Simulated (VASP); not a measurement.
A run of VASP 6.6.1:

POSCAR

```
BiB
1.0
    3.0950334423      0.0000000000      0.0000000000
    0.0000000000      3.0950334423      0.0000000000
    0.0000000000      0.0000000000      3.0950334423
B Bi
1 1
Direct
    0.0000000000      0.0000000000      0.0000000000
    0.5000000000      0.5000000000      0.5000000000
```

File INCAR.step1:

```
PREC = Accurate
ENCUT = 520
EDIFF = 1E-7
ISMEAR = -1
SIGMA = 0.05
LREAL = False
LASPH = True
NELM = 60
ALGO = Normal
ISIF = 2
LWAVE = False
LCHARG = True
GGA = PE
NBANDS = 16
```

Contents of KPOINTS.step1:

```
Automatic mesh
0
Gamma
  13 13 13
```

Contents of INCAR.step2:

```
PREC = Accurate
ENCUT = 520
EDIFF = 1E-7
ISMEAR = -5
SIGMA = 0.05
LREAL = False
LASPH = True
NELM = 60
ALGO = Normal
ISIF = 2
LWAVE = False
LCHARG = False
GGA = PE
LORBIT = 11
NBANDS = 16
NEDOS = 1001
ICHARG = 11
```

File KPOINTS.step2:

```
Automatic mesh
0
Gamma
  20 20 20
```

Potentials or basis: VASP PAW PBE potentials, release 64 (B, Bi_d).

Launch:

```console
$ cat potpaw_PBE.64/B/POTCAR potpaw_PBE.64/Bi_d/POTCAR > POTCAR
$ cp INCAR.step1 INCAR
$ cp KPOINTS.step1 KPOINTS
$ mpirun -np 1 vasp_std > vasp.out
$ cp INCAR.step2 INCAR
$ cp KPOINTS.step2 KPOINTS
$ mpirun -np 1 vasp_std > vasp.out
```

Hardware: 1 thread of Intel(R) Xeon(R) Platinum 8375C CPU @ 2.90GHz (Ice Lake), on a shared host.

**Question.** How long does it take, and how much memory?

**Answer.** It took 46 s on 1 thread of Intel(R) Xeon(R) Platinum 8375C CPU @ 2.90GHz (Ice Lake), on a shared host, peak memory 0.24 GiB. Counts: k points 286.
